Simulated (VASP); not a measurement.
ZrSe2:

```
CELL_PARAMETERS angstrom
3.79800 0.00000 0.00000
-1.89900 3.28916 0.00000
0.00000 0.00000 6.19200
ATOMIC_POSITIONS crystal
Zr 0.00000 0.00000 0.00000
Se 0.33333 0.66667 0.25000
Se 0.66667 0.33333 0.75000
```

| Item | Value |
| --- | --- |
| Program | VASP 6.6.1 |
| Task | relaxation of cell and atoms |
| Functional | PBE |
| Dispersion | D3(BJ) |
| Potentials or basis | VASP PAW PBE potentials, release 64 (Zr_sv, Se) |
| Cutoff | 500 eV |
| k mesh | 6 × 6 × 3 |
| Occupations | gaussian, width 0.01 eV |
| Spin | no spin polarisation |

At the start: pressure -0.3 GPa; volume 25.78 Å³/atom.

Question: Where does the relaxation end?

Answer: Over 12 steps the energy falls by 9.8 meV/atom and the volume is 24.44 Å³/atom (-5.2 %); space group P-3m1 (No. 164, to 0.1 Å) before and after.

The path:
| step | energy change (eV) | largest force (eV/Å) | pressure (GPa) | volume (Å³) |
| --- | --- | --- | --- | --- |
| 1 | 0.0000 | 0.3026 | -0.35 | 77.35 |
| 2 | -0.0118 | 0.1963 | -0.31 | 76.72 |
| 3 | -0.0163 | 0.0795 | -0.26 | 76.06 |
| 4 | -0.0196 | 0.1199 | 0.10 | 75.37 |
| 5 | -0.0227 | 0.2214 | 1.09 | 73.64 |
| 6 | -0.0234 | 0.2106 | 1.05 | 73.57 |
| 7 | -0.0254 | 0.1785 | 0.93 | 73.36 |
| 8 | -0.0279 | 0.1130 | 0.72 | 72.94 |
| 9 | -0.0260 | 0.0188 | 0.34 | 72.10 |
| 10 | -0.0283 | 0.0734 | 0.61 | 72.67 |
| 11 | -0.0289 | 0.0482 | 0.39 | 72.90 |
| 12 | -0.0294 | 0.0030 | 0.01 | 73.32 |

Final structure:
```yaml
crystal:
  lattice:
    - [3.74775, 0.00000, 0.00000]
    - [-1.87387, 3.24565, 0.00000]
    - [0.00000, 0.00000, 6.02760]
  atoms:
    - { symbol: Zr, position: [0.00000, 0.00000, 0.00000] }
    - { symbol: Se, position: [0.33333, 0.66667, 0.26417] }
    - { symbol: Se, position: [0.66667, 0.33333, 0.73583] }
```
